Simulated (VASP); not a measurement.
Crystal: Hf.

```
Hf
1.0
    -1.80500    1.80500    1.80500
     1.80500   -1.80500    1.80500
     1.80500    1.80500   -1.80500
Hf
1
Cartesian
  0.0000 0.0000 0.0000
```

Base run:

```yaml
Program: VASP 6.6.1
Functional: PBEsol
Potentials_or_basis: VASP PAW PBE potentials, release 64 (Hf_pv)
Cutoff: 520 eV
k_mesh: 13 × 13 × 13
Occupations: fermi-dirac, width 0.05 eV
Spin: collinear spin, ferromagnetic start
Starting_moments: "[0.6] μB"
Fixed_moment: 0.6 μB
```

Its results: pressure -8.7 GPa; net moment 0.60 μB per cell.

Question: The run is repeated on the same cell with these changes: fixed moment from 0.6 μB to none. What comes out?

Answer: Pressure -9.3 GPa; net moment 0.00 μB per cell.

Caveats: the PAW data sets were made with another functional, which shifts forces and pressure a little; the total moment is fixed, so each spin has its own Fermi level (some runs).
